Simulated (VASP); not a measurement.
# SiNi2 (Pnma) in VASP: further runs, part 2 of 2

VASP 6.6.1.

**3. Single point, PBE**

INCAR

```
PREC     = Accurate       # precision mode
ENCUT    = 520            # plane-wave cutoff, eV
EDIFF    = 1E-6           # SCF threshold, eV
ISMEAR   = -5             # smearing method
SIGMA    = 0.1            # smearing width, eV
LREAL    = False          # projectors in reciprocal space
LASPH    = True           # aspherical terms in the spheres
NELM     = 80             # most SCF steps
ALGO     = Fast           # electronic algorithm
ISIF     = 2              # what is computed and relaxed
LWAVE    = False          # write WAVECAR
LCHARG   = False          # write CHGCAR
GGA      = PE             # functional
NBANDS   = 60             # bands
```

KPOINTS

```
regular mesh
0
Gamma
  9 5 7
```

POSCAR

```
SiNi2
1.0
    3.8679403878      0.0000000000      0.0000000000
    0.0000000000      6.6994692723      0.0000000000
    0.0000000000      0.0000000000      5.0774265041
Si Ni
4 8
Direct
    0.2500000000      0.6146319414      0.2869929285
    0.7500000000      0.3853680586      0.7130070715
    0.2500000000      0.8853680586      0.7869929285
    0.7500000000      0.1146319414      0.2130070715
    0.2500000000      0.2961226572      0.4594187864
    0.7500000000      0.7038773428      0.5405812136
    0.2500000000      0.2038773428      0.9594187864
    0.7500000000      0.7961226572      0.0405812136
    0.2500000000      0.9396510481      0.3306369544
    0.7500000000      0.0603489519      0.6693630456
    0.2500000000      0.5603489519      0.8306369544
    0.7500000000      0.4396510481      0.1693630456
```

Potentials or basis: VASP PAW PBE potentials, release 64 (Si, Ni).

The run is started by

```bash
$ cat potpaw_PBE.64/Si/POTCAR potpaw_PBE.64/Ni/POTCAR > POTCAR
$ mpirun -np 1 vasp_std > vasp.out
```

OUTCAR:

```text
PREC = Accurate
   ENCUT = 520
   EDIFF = 1E-6
   ISMEAR = -5
   LREAL = False
   LASPH = True
   NELM = 80
   ISIF = 2
   GGA = PE

 ion  position               nearest neighbor table
   1  0.250  0.615  0.287-   9 2.19   5 2.31  12 2.34  12 2.34  11 2.35   6 2.40   6 2.40   8 2.60
                             8 2.60  11 2.78   3 3.12   3 3.12
   2  0.750  0.385  0.713-  10 2.19   6 2.31  11 2.34  11 2.34  12 2.35   5 2.40   5 2.40   7 2.60
                             7 2.60  12 2.78   4 3.12   4 3.12
   3  0.250  0.885  0.787-  11 2.19   7 2.31  10 2.34  10 2.34   9 2.35   8 2.40   8 2.40   6 2.60
                             6 2.60   9 2.78   1 3.12   1 3.12
   4  0.750  0.115  0.213-  12 2.19   8 2.31   9 2.34   9 2.34  10 2.35   7 2.40   7 2.40   5 2.60
                             5 2.60  10 2.78   2 3.12   2 3.12
   5  0.250  0.296  0.459-   1 2.31   2 2.40   2 2.40   9 2.48  11 2.59   4 2.60   4 2.60   7 2.61
                             7 2.61  12 2.61  12 2.61  10 2.72  10 2.72
   6  0.750  0.704  0.541-   2 2.31   1 2.40   1 2.40  10 2.48  12 2.59   3 2.60   3 2.60   8 2.61
                             8 2.61  11 2.61  11 2.61   9 2.72   9 2.72
   7  0.250  0.204  0.959-   3 2.31   4 2.40   4 2.40  11 2.48   9 2.59   2 2.60   2 2.60   5 2.61
                             5 2.61  10 2.61  10 2.61  12 2.72  12 2.72
   8  0.750  0.796  0.041-   4 2.31   3 2.40   3 2.40  12 2.48  10 2.59   1 2.60   1 2.60   6 2.61
                             6 2.61   9 2.61   9 2.61  11 2.72  11 2.72
   9  0.250  0.940  0.331-   1 2.19   4 2.34   4 2.34   3 2.35   5 2.48   7 2.59   8 2.61   8 2.61
                            10 2.71  10 2.71   6 2.72   6 2.72   3 2.78
  10  0.750  0.060  0.669-   2 2.19   3 2.34   3 2.34   4 2.35   6 2.48   8 2.59   7 2.61   7 2.61
                             9 2.71   9 2.71   5 2.72   5 2.72   4 2.78
  11  0.250  0.560  0.831-   3 2.19   2 2.34   2 2.34   1 2.35   7 2.48   5 2.59   6 2.61   6 2.61
                            12 2.71  12 2.71   8 2.72   8 2.72   1 2.78
  12  0.750  0.440  0.169-   4 2.19   1 2.34   1 2.34   2 2.35   8 2.48   6 2.59   5 2.61   5 2.61
                            11 2.71  11 2.71   7 2.72   7 2.72   2 2.78

  LATTYP: Found a simple orthorhombic cell.
 ALAT       =     3.8679403878
 B/A-ratio  =     1.3126951284
 C/A-ratio  =     1.7320508076

  Lattice vectors:

 A1 = (  -3.8679403878,   0.0000000000,   0.0000000000)
 A2 = (   0.0000000000,   0.0000000000,   5.0774265041)
 A3 = (   0.0000000000,   6.6994692723,   0.0000000000)

Analysis of symmetry for initial positions (statically):
=====================================================================
 Subroutine PRICEL returns:
 Original cell was already a primitive cell.

 Routine SETGRP: Setting up the symmetry group for a
 simple orthorhombic supercell.

 Subroutine GETGRP returns: Found  8 space group operations
 (whereof  2 operations were pure point group operations)
 out of a pool of  8 trial point group operations.

The static configuration has the point symmetry S_2 .
 The point group associated with its full space group is D_2h.

Analysis of symmetry for dynamics (positions and initial velocities):
=====================================================================
 Subroutine PRICEL returns:
 Original cell was already a primitive cell.

 Routine SETGRP: Setting up the symmetry group for a
 simple orthorhombic supercell.

 Subroutine GETGRP returns: Found  8 space group operations
 (whereof  2 operations were pure point group operations)
 out of a pool of  8 trial point group operations.

The dynamic configuration has the point symmetry S_2 .
 The point group associated with its full space group is D_2h.

 Subroutine INISYM returns: Found  8 space group operations
 (whereof  2 operations are pure point group operations),
[... 113 lines left out ...]
   LNONCOLLINEAR =      F non collinear calculations
   LSORBIT =      F    spin-orbit coupling
   LASPH  =      T    aspherical Exc in radial PAW
   ENCUT  =  520.0 eV  38.22 Ry    6.18 a.u.   7.19 12.46  9.44*2*pi/ulx,y,z
   NELM   =     80;   NELMIN=  2; NELMDL= -5     # of ELM steps
   EDIFF  = 0.1E-05   stopping-criterion for ELM
   LREAL  =      F    real-space projection
   EDIFFG = 0.1E-04   stopping-criterion for IOM
   NSW    =      0    number of steps for IOM
   IBRION =     -1    ionic relax: 0-MD 1-quasi-New 2-CG
   NFREE  =      0    steps in history (QN), initial steepest desc. (CG)
   ISIF   =      2    stress and relaxation
   ISYM   =      2    0-nonsym 1-usesym 2-fastsym
   POTIM  = 0.5000    time-step for ionic-motion
   TEBEG  =    0.0;   TEEND  =   0.0 temperature during run
   PSTRESS=    0.0 pullay stress
   NELECT =      96.0000    total number of electrons
   NUPDOWN=      -1.0000    fix difference up-down
   EMIN   =  10.00;   EMAX   =-10.00  energy-range for DOS
   EFERMI =   0.00;   METHOD = LEGACY
   ISMEAR =    -5;   SIGMA  =   0.10  broadening in eV -4-tet -1-fermi 0-gaus
   EFERMI_NEDOS =   21; number of points for ismear=-14 and -15
   IALGO  =     68    algorithm
   IMIX   =      4    mixing-type and parameters
     AMIX     =   0.40;   BMIX     =  1.00
     AMIX_MAG =   1.60;   BMIX_MAG =  1.00
  volume/ion in A,a.u.               =      10.96        73.99
  Fermi-wavevector in a.u.,A,eV,Ry     =   1.473818  2.785113 29.553767  2.172141
  Thomas-Fermi vector in A             =   2.588665
   LORBIT       =      0    0 simple, 1 ext, 2 COOP (PROOUT), +10 PAW based schemes
   GGA     = PE    functional components
   LHFCALC =     F    Hartree Fock is set to
   AEXX    =    0.0000 exact exchange contribution
   IVDW    =     0    specifies the selected vdW correction
   LEPSILON=     F    determine dielectric tensor
   LRPA    =     F    only Hartree local field effects (RPA)
 non-spin polarized calculation
 RMM-DIIS sequential band-by-band and
 Fermi weights with tetrahedron method with Bloechl corrections
  energy-cutoff  :      520.00
  volume of cell :      131.57
 maximum number of plane-waves:      3563
 NGX is ok and might be reduce to    30
   NGX = 15   NGY = 25   NGZ = 19

 number of electron      96.0000031 magnetization

 Free energy of the ion-electron system (eV)
  ---------------------------------------------------
  ext. energy  EPLUGINS =         0.00000000
  ---------------------------------------------------
  free energy    TOTEN  =       -71.68303827 eV

  energy without entropy =      -71.68303827  energy(sigma->0) =      -71.68303827

 E-fermi :  11.0575     XC(G=0): -12.9020

 val. band max:       11.2026222634   @ k =   0.2222   0.0000   0.0000
 cond. band min:      11.0166820226   @ k =   0.2222   0.2000   0.0000
 fundamental gap:     -0.1859402408
 Fermi energy:        11.0574628573

 k-point     1 :       0.0000    0.0000    0.0000
  band No.  band energies     occupation
      1      -1.5269      2.00000
      2       1.3112      2.00000
      3       1.3291      2.00000
      4       2.8122      2.00000
      5       4.3998      2.00000
      6       4.9068      2.00000
[... 1501 lines left out ...]
     59      16.4192      0.00000
     60      16.8136      0.00000

 [... further k-points ...]

------------------------ aborting loop because EDIFF is reached ----------------------------------------

  FORCE on cell =-STRESS in cart. coord.  units (eV):
  Direction    XX          YY          ZZ          XY          YZ          ZX
  --------------------------------------------------------------------------------------
  -------------------------------------------------------------------------------------
  Total       -5.0317579     12.9652979     -0.9852593      0.0000000      0.0000000      0.0000000
  in kB      -61.2726270    157.8807809    -11.9976809      0.0000000      0.0000000      0.0000000
  external PRESSURE =      28.2034910 kB  Pullay stress =       0.0000000 kB

 VOLUME and BASIS-vectors are now :
 -----------------------------------------------------------------------------
  energy-cutoff  :      520.00
  volume of cell :      131.57
      direct lattice vectors                 reciprocal lattice vectors
     3.867940388  0.000000000  0.000000000     0.258535525  0.000000000  0.000000000
     0.000000000  6.699469272  0.000000000     0.000000000  0.149265555  0.000000000
     0.000000000  0.000000000  5.077426504     0.000000000  0.000000000  0.196950167

 POSITION                                       TOTAL-FORCE (eV/Angst)
 -----------------------------------------------------------------------------------
      0.96699      4.11771      1.45719         0.000000     -0.474131     -0.219848
      2.90096      2.58176      3.62024         0.000000      0.474131      0.219848
      0.96699      5.93150      3.99590         0.000000      0.474131     -0.219848
      2.90096      0.76797      1.08153         0.000000     -0.474131      0.219848
      0.96699      1.98386      2.33267         0.000000      0.076383      0.176505
      2.90096      4.71560      2.74476         0.000000     -0.076383     -0.176505
      0.96699      1.36587      4.87138         0.000000     -0.076383      0.176505
      2.90096      5.33360      0.20605         0.000000      0.076383     -0.176505
      0.96699      6.29516      1.67878         0.000000      0.246180      0.060704
      2.90096      0.40431      3.39864         0.000000     -0.246180     -0.060704
      0.96699      3.75404      4.21750        -0.000000     -0.246180      0.060704
      2.90096      2.94543      0.85993         0.000000      0.246180     -0.060704
 -----------------------------------------------------------------------------------
    total drift:                                0.000000     -0.000000     -0.000000

  FREE ENERGIE OF THE ION-ELECTRON SYSTEM (eV)
  ---------------------------------------------------
  free  energy   TOTEN  =       -71.6830382736 eV

  energy  without entropy=      -71.6830382736  energy(sigma->0) =      -71.68303827
```

Wall time 5.3 min (1 thread of AMD EPYC 9R45 (Zen 5), shared host); peak memory 0.44 GiB.

Results:

* Free energy: -71.6830 eV
* Pressure: 2.8 GPa
* Largest force: 0.523 eV/Å
* Band gap on the k mesh: zero (bands 48 and 49 overlap by 1.74 eV)

Forces in eV/Å, atoms in the order of the input:
```
Si   0.000 -0.474 -0.220
Si   0.000  0.474  0.220
Si   0.000  0.474 -0.220
Si   0.000 -0.474  0.220
Ni   0.000  0.076  0.177
Ni   0.000 -0.076 -0.177
Ni   0.000 -0.076  0.177
Ni   0.000  0.076 -0.177
Ni   0.000  0.246  0.061
Ni   0.000 -0.246 -0.061
Ni   0.000 -0.246  0.061
Ni   0.000  0.246 -0.061
```

Stress tensor (GPa, compression positive):
```
-6.13  0.00  0.00
 0.00 15.79  0.00
 0.00  0.00 -1.20
```

Levels at points of the mesh, in eV from the Fermi level:
| k point | band 45 | band 46 | band 47 | band 48 | band 49 | band 50 | band 51 | band 52 |
| --- | --- | --- | --- | --- | --- | --- | --- | --- |
| (0.00, 0.00, 0.00) | -0.99 | -0.95 | -0.55 | -0.19 | 0.82 | 0.94 | 2.51 | 2.71 |

Caveat: tetrahedron occupations give inexact forces and stress in metals.
